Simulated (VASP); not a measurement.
Input of a VASP 6.6.1 run:

Contents of INCAR:

```
SYSTEM = SiC5
ALGO = Normal
EDIFF = 1E-7
EDIFFG = -0.04
ENCUT = 1300
GGA = PE
GGA_COMPAT = .False.
IBRION = 2
ISIF = 3
ISMEAR = 0
LASPH = .True.
LCHARG = .False.
LREAL = .False.
LWAVE = .False.
NELM = 120
NELMIN = 4
NSW = 90
PREC = Accurate
SIGMA = 0.1
```

Contents of KPOINTS:

```
k-points
0
Gamma
  6 6 2
  0 0 0
```

File POSCAR:

```
SiC5
1.0
    2.5326316200      0.0000000000      0.0000000000
   -1.2663158100      2.1933233200      0.0000000000
    0.0000000000      0.0000000000     14.2697299200
Si C
1 5
Direct
    0.0000000000      0.0000000000      0.5000000000
    0.0000000000      0.0000000000      0.8333333300
    0.0000000000      0.0000000000      0.0000000000
    0.0000000000      0.0000000000      0.1666666700
    0.0000000000      0.0000000000      0.3333333300
    0.0000000000      0.0000000000      0.6666666700
```

Potentials or basis: VASP PAW PBE potentials, release 64 (Si, C_h).

The run is started by

```console
$ cat potpaw_PBE.64/Si/POTCAR potpaw_PBE.64/C_h/POTCAR > POTCAR
$ mpirun -np 1 vasp_std > vasp.out
```

**Question.** Estimate the band gap on the k mesh.

**Answer.** Zero (bands 12 and 13 overlap by 3.20 eV).

**Question.** Estimate the space group after relaxing (to 0.1 Å).

**Answer.** P6/mmm (No. 191).

**Question.** What does it give for the relaxed cell?

**Answer.** a = 2.977 Å, b = 2.977 Å, c = 8.768 Å, α = 90.00°, β = 90.00°, γ = 120.00°.

Forces in eV/Å, atoms in the order of the input:
```
Si   0.000  0.000  0.000
C    0.000  0.000 -0.013
C    0.000  0.000  0.000
C    0.000  0.000  0.013
C    0.000  0.000 -0.011
C    0.000  0.000  0.011
```

Caveat: the k points lie up to 0.41 Å⁻¹ apart in the final cell, too coarse for converged energies and pressures of a metal.
